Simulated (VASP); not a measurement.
# AlNi (P4/mmm) in VASP: further runs

Runs on AlNi. Level: PBE. Tasks: single point.

All numbers are computed with VASP 6.6.1; they aren't measurements. Logs are shortened: lines on timing, memory, paths and dates and some standing lists are left out, and cuts for length are marked.

**1. The cell of the first run**

It takes space group P4/mmm (No. 123, tetragonal). The conventional cell has a = 2.821 Å, b = 2.821 Å, c = 2.893 Å, α = 90.00°, β = 90.00°, γ = 90.00°. Al (site symmetry 4/mmm) has 8 Ni at 2.46 Å and 6 Al at 2.82 to 2.89 Å within 3.3 Å. Within 3.3 Å of Ni (site symmetry 4/mmm) lie 8 Al at 2.46 Å and 6 Ni at 2.82 to 2.89 Å.

**2. Single point, PBE (strain -0.025 along x and y, +0.000 along z)**

The input, INCAR:

```
SYSTEM = AlNi
PREC     = Accurate       ! precision mode
ENCUT    = 520            ! plane-wave cutoff, eV
EDIFF    = 1E-6           ! SCF threshold, eV
ISMEAR   = 0              ! smearing method
SIGMA    = 0.15           ! smearing width, eV
LREAL    = .FALSE.        ! projectors in reciprocal space
LASPH    = .TRUE.         ! aspherical terms in the spheres
NELM     = 80             ! most SCF steps
ALGO     = Fast           ! electronic algorithm
ISIF     = 2              ! what is computed and relaxed
LWAVE    = .FALSE.        ! write WAVECAR
LCHARG   = .FALSE.        ! write CHGCAR
GGA      = PE             ! functional
NBANDS   = 14             ! bands
```

The input, KPOINTS:

```
Automatic mesh
0
G
  20 20 20
  0 0 0
```

The input, POSCAR:

```
AlNi
1.0
    2.8207564398      0.0000000000      0.0000000000
    0.0000000000      2.8207564398      0.0000000000
    0.0000000000      0.0000000000      2.8930835280
Al Ni
1 1
Direct
    0.0000000000      0.0000000000      0.0000000000
    0.5000000000      0.5000000000      0.5000000000
```

Potentials or basis: VASP PAW PBE potentials, release 64 (Al, Ni).

Started as:

```
> cat potpaw_PBE.64/Al/POTCAR potpaw_PBE.64/Ni/POTCAR > POTCAR
> mpirun -np 1 vasp_std > vasp.out
```

OUTCAR:

```text
SYSTEM = AlNi
   PREC = Accurate
   ENCUT = 520
   EDIFF = 1E-6
   ISMEAR = 0
   LREAL = .FALSE.
   LASPH = .TRUE.
   NELM = 80
   ISIF = 2
   GGA = PE

 ion  position               nearest neighbor table
   1  0.000  0.000  0.000-   2 2.46   2 2.46   2 2.46   2 2.46   2 2.46   2 2.46   2 2.46   2 2.46

   2  0.500  0.500  0.500-   1 2.46   1 2.46   1 2.46   1 2.46   1 2.46   1 2.46   1 2.46   1 2.46

  LATTYP: Found a simple tetragonal cell.
 ALAT       =     2.8207564398
 C/A-ratio  =     1.0256410256

  Lattice vectors:

 A1 = (   2.8207564398,   0.0000000000,   0.0000000000)
 A2 = (   0.0000000000,   2.8207564398,   0.0000000000)
 A3 = (   0.0000000000,   0.0000000000,   2.8930835280)

Analysis of symmetry for initial positions (statically):
=====================================================================
 Subroutine PRICEL returns:
 Original cell was already a primitive cell.

 Routine SETGRP: Setting up the symmetry group for a
 simple tetragonal supercell.

 Subroutine GETGRP returns: Found 16 space group operations
 (whereof 16 operations were pure point group operations)
 out of a pool of 16 trial point group operations.

The static configuration has the point symmetry D_4h.

Analysis of symmetry for dynamics (positions and initial velocities):
=====================================================================
 Subroutine PRICEL returns:
 Original cell was already a primitive cell.

 Routine SETGRP: Setting up the symmetry group for a
 simple tetragonal supercell.

 Subroutine GETGRP returns: Found 16 space group operations
 (whereof 16 operations were pure point group operations)
 out of a pool of 16 trial point group operations.

The dynamic configuration has the point symmetry D_4h.

 Subroutine INISYM returns: Found 16 space group operations
 (whereof 16 operations are pure point group operations),
 and found     1 'primitive' translations

----------------------------------------------------------------------------------------

                                     Primitive cell

  volume of cell :      23.0193

  direct lattice vectors                    reciprocal lattice vectors
     2.820756440  0.000000000  0.000000000     0.354514834  0.000000000  0.000000000
     0.000000000  2.820756440  0.000000000     0.000000000  0.354514834  0.000000000
     0.000000000  0.000000000  2.893083528     0.000000000  0.000000000  0.345651963

  length of vectors
     2.820756440  2.820756440  2.893083528     0.354514834  0.354514834  0.345651963

  position of ions in fractional coordinates (direct lattice)
     0.000000000  0.000000000  0.000000000
     0.500000000  0.500000000  0.500000000

  ion indices of the primitive-cell ions
   primitive index   ion index
                 1           1
                 2           2

----------------------------------------------------------------------------------------

 KPOINTS: Automatic mesh

Automatic generation of k-mesh.
 Grid dimensions read from file:
 generate k-points for:   20   20   20

 Generating k-lattice:

  Cartesian coordinates                     Fractional coordinates (reciprocal lattice)
     0.017725742  0.000000000  0.000000000     0.050000000  0.000000000  0.000000000
     0.000000000  0.017725742  0.000000000     0.000000000  0.050000000  0.000000000
     0.000000000  0.000000000  0.017282598     0.000000000  0.000000000  0.050000000

  Length of vectors
     0.017725742  0.017725742  0.017282598

  Shift w.r.t. Gamma in fractional coordinates (k-lattice)
     0.000000000  0.000000000  0.000000000

 Subroutine IBZKPT returns following result:
 ===========================================

 Found    726 irreducible k-points:

 Following reciprocal coordinates:
            Coordinates               Weight
  0.000000  0.000000  0.000000      1.000000
  0.050000  0.000000  0.000000      4.000000
  0.100000  0.000000  0.000000      4.000000
  0.150000  0.000000  0.000000      4.000000
  0.200000  0.000000  0.000000      4.000000
  0.250000  0.000000  0.000000      4.000000
[... 16 lines left out ...]
  0.150000  0.100000  0.000000      8.000000
  0.200000  0.100000  0.000000      8.000000
 [... further k-points ...]
   k-points           NKPTS =    726   k-points in BZ     NKDIM =    726   number of bands    NBANDS=     14
   number of dos      NEDOS =    301   number of ions     NIONS =      2
   total plane-waves  NPLWV =  13824
   dimension x,y,z NGX =    24 NGY =   24 NGZ =   24
   dimension x,y,z NGXF=    48 NGYF=   48 NGZF=   48
   ions per type =               1   1
   NGX,Y,Z   is equivalent  to a cutoff of  14.14, 14.14, 13.79 a.u.
   NGXF,Y,Z  is equivalent  to a cutoff of  28.29, 28.29, 27.58 a.u.
 SYSTEM =  AlNi
   PREC   = accura    normal or accurate (medium, high low for compatibility)
   ISTART =      0    job   : 0-new  1-cont  2-samecut
   ICHARG =      2    charge: 1-file 2-atom 10-const
   ISPIN  =      1    spin polarized calculation?
   LNONCOLLINEAR =      F non collinear calculations
   LSORBIT =      F    spin-orbit coupling
   LASPH  =      T    aspherical Exc in radial PAW
   ENCUT  =  520.0 eV  38.22 Ry    6.18 a.u.   5.24  5.24  5.38*2*pi/ulx,y,z
   NELM   =     80;   NELMIN=  2; NELMDL= -5     # of ELM steps
   EDIFF  = 0.1E-05   stopping-criterion for ELM
   LREAL  =      F    real-space projection
   EDIFFG = 0.1E-04   stopping-criterion for IOM
   NSW    =      0    number of steps for IOM
   IBRION =     -1    ionic relax: 0-MD 1-quasi-New 2-CG
   NFREE  =      0    steps in history (QN), initial steepest desc. (CG)
   ISIF   =      2    stress and relaxation
   ISYM   =      2    0-nonsym 1-usesym 2-fastsym
   POTIM  = 0.5000    time-step for ionic-motion
   TEBEG  =    0.0;   TEEND  =   0.0 temperature during run
   PSTRESS=    0.0 pullay stress
   NELECT =      13.0000    total number of electrons
   NUPDOWN=      -1.0000    fix difference up-down
   EMIN   =  10.00;   EMAX   =-10.00  energy-range for DOS
   EFERMI =   0.00;   METHOD = LEGACY
   ISMEAR =     0;   SIGMA  =   0.15  broadening in eV -4-tet -1-fermi 0-gaus
   EFERMI_NEDOS =   21; number of points for ismear=-14 and -15
   IALGO  =     68    algorithm
   IMIX   =      4    mixing-type and parameters
     AMIX     =   0.40;   BMIX     =  1.00
     AMIX_MAG =   1.60;   BMIX_MAG =  1.00
  volume/ion in A,a.u.               =      11.51        77.67
  Fermi-wavevector in a.u.,A,eV,Ry     =   1.353189  2.557157 24.913919  1.831121
  Thomas-Fermi vector in A             =   2.480465
   LORBIT       =      0    0 simple, 1 ext, 2 COOP (PROOUT), +10 PAW based schemes
   GGA     = PE    functional components
   LHFCALC =     F    Hartree Fock is set to
   AEXX    =    0.0000 exact exchange contribution
   IVDW    =     0    specifies the selected vdW correction
   LEPSILON=     F    determine dielectric tensor
   LRPA    =     F    only Hartree local field effects (RPA)
 non-spin polarized calculation
 RMM-DIIS sequential band-by-band and
 Gauss-broadening in eV      SIGMA  =   0.15
  energy-cutoff  :      520.00
  volume of cell :       23.02
 maximum number of plane-waves:       639
 NGX is ok and might be reduce to    24
   NGX = 11   NGY = 11   NGZ = 11

 number of electron      13.0000001 magnetization

 Free energy of the ion-electron system (eV)
  ---------------------------------------------------
  ext. energy  EPLUGINS =         0.00000000
  ---------------------------------------------------
  free energy    TOTEN  =       -10.50832867 eV

  energy without entropy =      -10.49865707  energy(sigma->0) =      -10.50349287

 E-fermi :  10.5351     XC(G=0): -12.2325

 val. band max:       10.5276702154   @ k =   0.3000   0.2000   0.4000
 cond. band min:      10.5383799759   @ k =   0.4500   0.3000   0.5000
 fundamental gap:      0.0107097605
 Fermi energy:        10.5350502016

 k-point     1 :       0.0000    0.0000    0.0000
  band No.  band energies     occupation
      1      -0.8817      2.00000
      2       7.1106      2.00000
      3       7.1357      2.00000
      4       8.8946      2.00000
      5       8.8946      2.00000
      6       8.9646      2.00000
      7      15.5917      0.00000
      8      16.5154      0.00000
      9      16.5154      0.00000
     10      18.6556      0.00000
     11      18.8891      0.00000
     12      25.0052      0.00000
     13      31.7252      0.00000
     14      31.7340      0.00000

 k-point     2 :       0.0500    0.0000    0.0000
  band No.  band energies     occupation
      1      -0.8336      2.00000
      2       7.1184      2.00000
      3       7.1390      2.00000
      4       8.8704      2.00000
      5       8.8970      2.00000
      6       8.9434      2.00000
      7      15.6576      0.00000
      8      15.9054      0.00000
      9      16.5782      0.00000
     10      18.6964      0.00000
     11      19.4015      0.00000
     12      25.1821      0.00000
     13      31.0672      0.00000
     14      31.7232      0.00000

 k-point     3 :       0.1000    0.0000    0.0000
  band No.  band energies     occupation
      1      -0.6895      2.00000
      2       7.1183      2.00000
      3       7.1658      2.00000
      4       8.8018      2.00000
      5       8.8832      2.00000
      6       8.9041      2.00000
      7      14.7763      0.00000
      8      15.8515      0.00000
      9      16.7633      0.00000
     10      18.7109      0.00000
     11      20.3323      0.00000
     12      25.7289      0.00000
     13      29.8545      0.00000
     14      30.5523      0.00000

 k-point     4 :       0.1500    0.0000    0.0000
  band No.  band energies     occupation
      1      -0.4506      2.00000
      2       7.0858      2.00000
      3       7.2199      2.00000
      4       8.6995      2.00000
      5       8.7926      2.00000
      6       8.9152      2.00000
      7      13.5942      0.00000
      8      16.1632      0.00000
      9      17.0628      0.00000
     10      18.7247      0.00000
     11      21.1855      0.00000
     12      26.6593      0.00000
     13      28.5680      0.00000
     14      29.2954      0.00000

 k-point     5 :       0.2000    0.0000    0.0000
  band No.  band energies     occupation
      1      -0.1189      2.00000
      2       6.9930      2.00000
      3       7.2908      2.00000
      4       8.5772      2.00000
      5       8.6832      2.00000
      6       8.9292      2.00000
      7      12.4915      0.00000
      8      16.5798      0.00000
      9      17.4656      0.00000
     10      18.7419      0.00000
     11      21.8897      0.00000
[... 276 lines left out ...]
 k-point    22 :       0.1000    0.1000    0.0000
  band No.  band energies     occupation
      1      -0.4984      2.00000
      2       7.1542      2.00000
      3       7.1757      2.00000
      4       8.7898      2.00000
      5       8.7925      2.00000
      6       8.8364      2.00000
      7      14.6742      0.00000
      8      15.3408      0.00000
      9      16.1075      0.00000
     10      19.3584      0.00000
     11      21.3483      0.00000
     12      26.3025      0.00000
     13      28.6675      0.00000
     14      29.8540      0.00000

 k-point    23 :       0.1500    0.1000    0.0000
  band No.  band energies     occupation
      1      -0.2610      2.00000
      2       7.1355      2.00000
      3       7.2257      2.00000
      4       8.6933      2.00000
      5       8.7044      2.00000
      6       8.8341      2.00000
      7      13.7135      0.00000
      8      15.3680      0.00000
      9      16.4153      0.00000
     10      19.5148      0.00000
     11      22.2358      0.00000
     12      27.0254      0.00000
     13      27.4716      0.00000
     14      28.6804      0.00000

 k-point    24 :       0.2000    0.1000    0.0000
  band No.  band energies     occupation
      1       0.0687      2.00000
      2       7.0541      2.00000
      3       7.2976      2.00000
      4       8.5785      2.00000
      5       8.5869      2.00000
      6       8.8473      2.00000
      7      12.6344      0.00000
      8      15.6675      0.00000
      9      16.8272      0.00000
     10      19.6220      0.00000
     11      23.0237      0.00000
     12      26.1931      0.00000
     13      27.4262      0.00000
     14      28.2155      0.00000

 [... further k-points ...]

------------------------ aborting loop because EDIFF is reached ----------------------------------------

  FORCE on cell =-STRESS in cart. coord.  units (eV):
  Direction    XX          YY          ZZ          XY          YZ          ZX
  --------------------------------------------------------------------------------------
  -------------------------------------------------------------------------------------
  Total        1.3647800      1.3647800      1.0867948      0.0000000     -0.0000000      0.0000000
  in kB       94.9906962     94.9906962     75.6425181      0.0000000     -0.0000000      0.0000000
  external PRESSURE =      88.5413035 kB  Pullay stress =       0.0000000 kB

 VOLUME and BASIS-vectors are now :
 -----------------------------------------------------------------------------
  energy-cutoff  :      520.00
  volume of cell :       23.02
      direct lattice vectors                 reciprocal lattice vectors
     2.820756440  0.000000000  0.000000000     0.354514834  0.000000000  0.000000000
     0.000000000  2.820756440  0.000000000     0.000000000  0.354514834  0.000000000
     0.000000000  0.000000000  2.893083528     0.000000000  0.000000000  0.345651963

 POSITION                                       TOTAL-FORCE (eV/Angst)
 -----------------------------------------------------------------------------------
      0.00000      0.00000      0.00000         0.000000      0.000000      0.000000
      1.41038      1.41038      1.44654         0.000000      0.000000      0.000000
 -----------------------------------------------------------------------------------
    total drift:                                0.000000      0.000000     -0.000000

  FREE ENERGIE OF THE ION-ELECTRON SYSTEM (eV)
  ---------------------------------------------------
  free  energy   TOTEN  =       -10.5083286689 eV

  energy  without entropy=      -10.4986570744  energy(sigma->0) =      -10.50349287
```

Wall time 2.9 min (1 thread of Intel Xeon Platinum 8259CL at 2.50GHz (Skylake/Cascade Lake), shared host); peak memory 0.34 GiB.

Results:

| Item | Value |
| --- | --- |
| Free energy | -10.5083 eV |
| Pressure | 8.9 GPa |
| Band gap on the k mesh | zero (an odd number of electrons rules out a gap without spin polarisation) |

Levels at points of the mesh, in eV from the Fermi level:
```tsv
k point	band 5	band 6	band 7	band 8	band 9	band 10
(0.00, 0.00, 0.00)	-1.64	-1.57	5.06	5.98	5.98	8.12
(0.50, 0.00, 0.00)	-2.31	-1.54	-0.60	8.31	9.68	10.54
(0.50, 0.50, 0.00)	-2.26	-2.26	-1.02	1.72	2.81	12.29
(0.00, 0.00, 0.50)	-2.31	-1.49	-0.79	8.33	10.44	10.44
(0.50, 0.00, 0.50)	-2.16	-2.13	-1.08	1.48	2.58	12.93
(0.50, 0.50, 0.50)	-0.99	1.94	2.00	2.00	4.04	4.52
```

Caveat: the cell differs from its parent crystal (strain -0.025 along x and y, +0.000 along z); the cell stands under pressure. Spin polarisation is off, so any magnetic state and its effect on volume and gap are missing.

(Part 1 of 2 ends here.)
